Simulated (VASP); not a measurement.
# Li in VASP: a series of runs

Li is run at these levels: PBEsol; tasks: single point.

All numbers are computed with VASP 6.6.1; they aren't measurements. Logs are shortened: lines on timing, memory, paths and dates and some standing lists are left out, and cuts for length are marked.

## Step 1: The cell of the first run

The structure is hexagonal, space group P6_3/mmc (No. 194). Conventional cell: a = 3.034 Å, b = 3.034 Å, c = 10.216 Å, α = 90.00°, β = 90.00°, γ = 120.00°. Within 4.0 Å of Li (site symmetry -3m) lie 12 Li at 3.03 to 3.10 Å. Within 4.0 Å of Li (site symmetry -6m2) lie 12 Li at 3.03 to 3.10 Å.

This isn't the form of Li at room conditions, which is bcc.

## Step 2: Single point, PBEsol

INCAR

```
SYSTEM = Li
PREC     = Accurate       ! precision mode
ENCUT    = 520            ! plane-wave cutoff, eV
EDIFF    = 1E-6           ! SCF threshold, eV
ISMEAR   = 0              ! smearing method
SIGMA    = 0.1            ! smearing width, eV
LREAL    = .FALSE.        ! projectors in reciprocal space
LASPH    = .TRUE.         ! aspherical terms in the spheres
NELM     = 100            ! most SCF steps
ALGO     = Normal         ! electronic algorithm
ISIF     = 2              ! what is computed and relaxed
LWAVE    = .FALSE.        ! write WAVECAR
LCHARG   = .FALSE.        ! write CHGCAR
GGA      = PS             ! functional
NBANDS   = 14             ! bands
```

KPOINTS

```
regular mesh
0
G
  10 10 3
  0 0 0
```

POSCAR

```
Li
1.0
    3.0343860000      0.0000000000      0.0000000000
   -1.5171930000      2.6278550000      0.0000000000
    0.0000000000      0.0000000000     10.2162080000
Li
4
Direct
    0.0000000000      0.0000000000      0.0000000000
    0.3333333333      0.6666666667      0.2500000000
    0.0000000000      0.0000000000      0.5000000000
    0.6666666667      0.3333333333      0.7500000000
```

Potentials or basis: VASP PAW PBE potentials, release 64 (Li_sv).

Started as:

```console
> cat potpaw_PBE.64/Li_sv/POTCAR > POTCAR
> mpirun -np 1 vasp_std > vasp.out
```

OUTCAR:

```text
SYSTEM = Li
   PREC = Accurate
   ENCUT = 520
   EDIFF = 1E-6
   ISMEAR = 0
   LREAL = .FALSE.
   LASPH = .TRUE.
   NELM = 100
   ISIF = 2
   GGA = PS

 ion  position               nearest neighbor table
   1  0.000  0.000  0.000-
   2  0.333  0.667  0.250-
   3  0.000  0.000  0.500-
   4  0.667  0.333  0.750-

  LATTYP: Found a hexagonal cell.
 ALAT       =     3.0343860000
 C/A-ratio  =     3.3668122645

  Lattice vectors:

 A1 = (   3.0343860000,   0.0000000000,   0.0000000000)
 A2 = (  -1.5171930000,   2.6278550000,   0.0000000000)
 A3 = (   0.0000000000,   0.0000000000,  10.2162080000)

Analysis of symmetry for initial positions (statically):
=====================================================================
 Subroutine PRICEL returns:
 Original cell was already a primitive cell.

 Routine SETGRP: Setting up the symmetry group for a
 hexagonal supercell.

 Subroutine GETGRP returns: Found 24 space group operations
 (whereof 12 operations were pure point group operations)
 out of a pool of 24 trial point group operations.

The static configuration has the point symmetry D_3d.
 The point group associated with its full space group is D_6h.

Analysis of symmetry for dynamics (positions and initial velocities):
=====================================================================
 Subroutine PRICEL returns:
 Original cell was already a primitive cell.

 Routine SETGRP: Setting up the symmetry group for a
 hexagonal supercell.

 Subroutine GETGRP returns: Found 24 space group operations
 (whereof 12 operations were pure point group operations)
 out of a pool of 24 trial point group operations.

The dynamic configuration has the point symmetry D_3d.
 The point group associated with its full space group is D_6h.

 Subroutine INISYM returns: Found 24 space group operations
 (whereof 12 operations are pure point group operations),
 and found     1 'primitive' translations

----------------------------------------------------------------------------------------

                                     Primitive cell

  volume of cell :      81.4633

  direct lattice vectors                    reciprocal lattice vectors
     3.034386000  0.000000000  0.000000000     0.329555963  0.190269250  0.000000000
    -1.517193000  2.627855000  0.000000000     0.000000000  0.380538500  0.000000000
     0.000000000  0.000000000 10.216208000     0.000000000  0.000000000  0.097883677

  length of vectors
     3.034386000  3.034385687 10.216208000     0.380538461  0.380538500  0.097883677

  position of ions in fractional coordinates (direct lattice)
     0.000000000  0.000000000  0.000000000
     0.333333333  0.666666667  0.250000000
     0.000000000  0.000000000  0.500000000
     0.666666667  0.333333333  0.750000000

  ion indices of the primitive-cell ions
   primitive index   ion index
                 1           1
                 2           2
                 3           3
                 4           4

----------------------------------------------------------------------------------------

 KPOINTS: regular mesh

Automatic generation of k-mesh.
 Grid dimensions read from file:
 generate k-points for:   10   10    3

 Generating k-lattice:

  Cartesian coordinates                     Fractional coordinates (reciprocal lattice)
     0.032955596  0.019026925  0.000000000     0.100000000  0.000000000  0.000000000
     0.000000000  0.038053850  0.000000000     0.000000000  0.100000000  0.000000000
     0.000000000  0.000000000  0.032627892     0.000000000  0.000000000  0.333333333

  Length of vectors
     0.038053846  0.038053850  0.032627892

  Shift w.r.t. Gamma in fractional coordinates (k-lattice)
     0.000000000  0.000000000  0.000000000

 Subroutine IBZKPT returns following result:
 ===========================================

 Found     28 irreducible k-points:

 Following reciprocal coordinates:
            Coordinates               Weight
  0.000000  0.000000  0.000000      1.000000
  0.100000 -0.000000  0.000000      6.000000
  0.200000 -0.000000  0.000000      6.000000
  0.300000  0.000000  0.000000      6.000000
  0.400000 -0.000000  0.000000      6.000000
  0.500000  0.000000  0.000000      3.000000
[... 16 lines left out ...]
  0.300000  0.100000  0.333333     24.000000
  0.400000  0.100000  0.333333     24.000000
 [... further k-points ...]
   k-points           NKPTS =     28   k-points in BZ     NKDIM =     28   number of bands    NBANDS=     14
   number of dos      NEDOS =    301   number of ions     NIONS =      4
   total plane-waves  NPLWV =  46080
   dimension x,y,z NGX =    24 NGY =   24 NGZ =   80
   dimension x,y,z NGXF=    48 NGYF=   48 NGZF=  160
   ions per type =               4
   NGX,Y,Z   is equivalent  to a cutoff of  13.15, 13.15, 13.02 a.u.
   NGXF,Y,Z  is equivalent  to a cutoff of  26.30, 26.30, 26.04 a.u.
 SYSTEM =  Li
   PREC   = accura    normal or accurate (medium, high low for compatibility)
   ISTART =      0    job   : 0-new  1-cont  2-samecut
   ICHARG =      2    charge: 1-file 2-atom 10-const
   ISPIN  =      1    spin polarized calculation?
   LNONCOLLINEAR =      F non collinear calculations
   LSORBIT =      F    spin-orbit coupling
   LASPH  =      T    aspherical Exc in radial PAW
   ENCUT  =  520.0 eV  38.22 Ry    6.18 a.u.   5.64  5.64 19.00*2*pi/ulx,y,z
   NELM   =    100;   NELMIN=  2; NELMDL= -5     # of ELM steps
   EDIFF  = 0.1E-05   stopping-criterion for ELM
   LREAL  =      F    real-space projection
   EDIFFG = 0.1E-04   stopping-criterion for IOM
   NSW    =      0    number of steps for IOM
   IBRION =     -1    ionic relax: 0-MD 1-quasi-New 2-CG
   NFREE  =      0    steps in history (QN), initial steepest desc. (CG)
   ISIF   =      2    stress and relaxation
   ISYM   =      2    0-nonsym 1-usesym 2-fastsym
   POTIM  = 0.5000    time-step for ionic-motion
   TEBEG  =    0.0;   TEEND  =   0.0 temperature during run
   PSTRESS=    0.0 pullay stress
   NELECT =      12.0000    total number of electrons
   NUPDOWN=      -1.0000    fix difference up-down
   EMIN   =  10.00;   EMAX   =-10.00  energy-range for DOS
   EFERMI =   0.00;   METHOD = LEGACY
   ISMEAR =     0;   SIGMA  =   0.10  broadening in eV -4-tet -1-fermi 0-gaus
   EFERMI_NEDOS =   21; number of points for ismear=-14 and -15
   IALGO  =     38    algorithm
   IMIX   =      4    mixing-type and parameters
     AMIX     =   0.40;   BMIX     =  1.00
     AMIX_MAG =   1.60;   BMIX_MAG =  1.00
  volume/ion in A,a.u.               =      20.37       137.44
  Fermi-wavevector in a.u.,A,eV,Ry     =   0.864599  1.633855 10.170776  0.747531
  Thomas-Fermi vector in A             =   1.982719
   LORBIT       =      0    0 simple, 1 ext, 2 COOP (PROOUT), +10 PAW based schemes
   GGA     = PS    functional components
   LHFCALC =     F    Hartree Fock is set to
   AEXX    =    0.0000 exact exchange contribution
   IVDW    =     0    specifies the selected vdW correction
   LEPSILON=     F    determine dielectric tensor
   LRPA    =     F    only Hartree local field effects (RPA)
 non-spin polarized calculation
 Gauss-broadening in eV      SIGMA  =   0.10
  energy-cutoff  :      520.00
  volume of cell :       81.46
 maximum number of plane-waves:      2216
 NGX is ok and might be reduce to    24
   NGX = 11   NGY = 11   NGZ = 37

 number of electron      12.0000001 magnetization

 Free energy of the ion-electron system (eV)
  ---------------------------------------------------
  ext. energy  EPLUGINS =         0.00000000
  ---------------------------------------------------
  free energy    TOTEN  =        -7.86938078 eV

  energy without entropy =       -7.85789826  energy(sigma->0) =       -7.86363952

 E-fermi :   0.5679     XC(G=0):  -7.0063

 val. band max:        0.4725724560   @ k =   0.4000   0.1000   0.3333
 cond. band min:       0.5944158926   @ k =   0.3000   0.2000   0.3333
 fundamental gap:      0.1218434366
 Fermi energy:         0.5679333425

 k-point     1 :       0.0000    0.0000    0.0000
  band No.  band energies     occupation
      1     -45.3112      2.00000
      2     -45.3030      2.00000
      3     -45.3028      2.00000
      4     -45.2946      2.00000
      5      -2.9352      2.00000
      6      -1.8700      2.00000
      7      -1.8692      2.00000
      8       0.4395      1.93076
      9       3.2935      0.00000
     10       8.1055      0.00000
     11       8.1086      0.00000
     12      13.4680      0.00000
     13      13.4680      0.00000
     14      14.0191      0.00000

 k-point     2 :       0.1000   -0.0000    0.0000
  band No.  band energies     occupation
      1     -45.3095      2.00000
      2     -45.3018      2.00000
      3     -45.3015      2.00000
      4     -45.2937      2.00000
      5      -2.7734      2.00000
      6      -1.7034      2.00000
      7      -1.7027      2.00000
      8       0.6532      0.22786
      9       3.3598      0.00000
     10       8.1897      0.00000
     11       8.1999      0.00000
     12      11.8769      0.00000
     13      12.4065      0.00000
     14      12.9438      0.00000

 k-point     3 :       0.2000   -0.0000    0.0000
  band No.  band energies     occupation
      1     -45.3050      2.00000
      2     -45.2983      2.00000
      3     -45.2980      2.00000
      4     -45.2913      2.00000
      5      -2.2876      2.00000
      6      -1.2063      2.00000
      7      -1.2053      2.00000
      8       1.2932      0.00000
      9       3.5286      0.00000
     10       8.1440      0.00000
     11       8.3225      0.00000
     12       9.7041      0.00000
     13      10.2903      0.00000
     14      10.6221      0.00000
[... 324 lines left out ...]
 k-point    23 :       0.3000    0.1000    0.3333
  band No.  band energies     occupation
      1     -45.2951      2.00000
      2     -45.2936      2.00000
      3     -45.2893      2.00000
      4     -45.2878      2.00000
      5      -0.7164      2.00000
      6      -0.3613      2.00000
      7       1.0625      0.00000
      8       2.1112      0.00000
      9       4.5066      0.00000
     10       5.3371      0.00000
     11       6.6962      0.00000
     12       7.0936      0.00000
     13       7.9116      0.00000
     14       8.0586      0.00000

 k-point    24 :       0.4000    0.1000    0.3333
  band No.  band energies     occupation
      1     -45.2914      2.00000
      2     -45.2904      2.00000
      3     -45.2877      2.00000
      4     -45.2867      2.00000
      5       0.4726      1.82254
      6       0.7689      0.00449
      7       1.7811      0.00000
      8       2.2059      0.00000
      9       4.1351      0.00000
     10       4.3090      0.00000
     11       5.2570      0.00000
     12       6.0771      0.00000
     13       7.2694      0.00000
     14       8.2820      0.00000

 [... further k-points ...]

------------------------ aborting loop because EDIFF is reached ----------------------------------------

  FORCE on cell =-STRESS in cart. coord.  units (eV):
  Direction    XX          YY          ZZ          XY          YZ          ZX
  --------------------------------------------------------------------------------------
  -------------------------------------------------------------------------------------
  Total        0.0782791      0.0782790     -0.4013936      0.0000000     -0.0000000      0.0000000
  in kB        1.5395516      1.5395512     -7.8943985      0.0000000     -0.0000000      0.0000000
  external PRESSURE =      -1.6050986 kB  Pullay stress =       0.0000000 kB

 VOLUME and BASIS-vectors are now :
 -----------------------------------------------------------------------------
  energy-cutoff  :      520.00
  volume of cell :       81.46
      direct lattice vectors                 reciprocal lattice vectors
     3.034386000  0.000000000  0.000000000     0.329555963  0.190269250  0.000000000
    -1.517193000  2.627855000  0.000000000     0.000000000  0.380538500  0.000000000
     0.000000000  0.000000000 10.216208000     0.000000000  0.000000000  0.097883677

 POSITION                                       TOTAL-FORCE (eV/Angst)
 -----------------------------------------------------------------------------------
      0.00000      0.00000      0.00000        -0.000000      0.000000      0.000000
     -0.00000      1.75190      2.55405        -0.000000      0.000000     -0.000000
      0.00000      0.00000      5.10810        -0.000000      0.000000      0.000000
      1.51719      0.87595      7.66216         0.000000     -0.000000      0.000000
 -----------------------------------------------------------------------------------
    total drift:                               -0.000000      0.000000     -0.000000

  FREE ENERGIE OF THE ION-ELECTRON SYSTEM (eV)
  ---------------------------------------------------
  free  energy   TOTEN  =        -7.8693807798 eV

  energy  without entropy=       -7.8578982610  energy(sigma->0) =       -7.86363952
```

Wall time 19 s (1 thread of AMD EPYC 7R13 (Zen 3), shared host); peak memory 0.16 GiB.

Results:

* Free energy: -7.8694 eV
* Band gap on the k mesh: zero (bands 6 and 7 overlap by 4.07 eV)

Caveat: the cutoff is under 1.25 times the usual one of these potentials, so pressure, stress and relaxed cells hold a basis-set (Pulay) error; the PAW data sets were made with another functional, which shifts forces and pressure a little.

## Step 3: Single point, PBEsol

INCAR

```
SYSTEM = Li
ALGO = Normal
EDIFF = 1E-6
ENCUT = 520
GGA = PS
ISIF = 2
ISMEAR = 0
LASPH = .True.
LCHARG = .True.
LELF = .True.
LREAL = .False.
LVHAR = .True.
LWAVE = .False.
NBANDS = 14
NELM = 60
PREC = Accurate
SIGMA = 0.1
```

KPOINTS

```
k-points
0
Gamma
  10 10 3
  0 0 0
```

Edit POSCAR of step 2 so:

```diff
@@ -8,3 +8,3 @@
 Direct
-    0.0000000000      0.0000000000      0.0000000000
+    0.0000000000      0.0000000000     -0.0097883677
     0.3333333333      0.6666666667      0.2500000000
```

Potentials or basis: VASP PAW PBE potentials, release 64 (Li_sv).

Started as:

```console
> cat potpaw_PBE.64/Li_sv/POTCAR > POTCAR
> mpirun -np 1 vasp_std > vasp.out
```

Wall time 29 s (1 thread of AMD EPYC 7R13 (Zen 3), shared host); peak memory 0.16 GiB.

Results (log left out):

```
Free energy            : -7.8633 eV
Largest force          : 0.120 eV/Å
Band gap on the k mesh : zero (bands 6 and 7 overlap by 4.04 eV)
```

Forces on the atoms (eV/Å):
```
Li   0.000  0.000  0.120
Li   0.000  0.000 -0.054
Li   0.000  0.000  0.002
Li   0.000  0.000 -0.068
```

Levels at points of the mesh, in eV from the Fermi level:
| k point | band 3 | band 4 | band 5 | band 6 | band 7 | band 8 | band 9 | band 10 |
| --- | --- | --- | --- | --- | --- | --- | --- | --- |
| (0.00, 0.00, 0.00) | -45.87 | -45.81 | -3.50 | -2.46 | -2.41 | -0.12 | 2.72 | 7.40 |
| (0.50, 0.00, 0.00) | -45.85 | -45.80 | 0.05 | 0.59 | 0.77 | 1.34 | 3.44 | 3.50 |

Caveat: the cutoff is under 1.25 times the usual one of these potentials, so pressure, stress and relaxed cells hold a basis-set (Pulay) error; the PAW data sets were made with another functional, which shifts forces and pressure a little.

The gap in the log of VASP goes by the Fermi energy; the results here count the filled bands.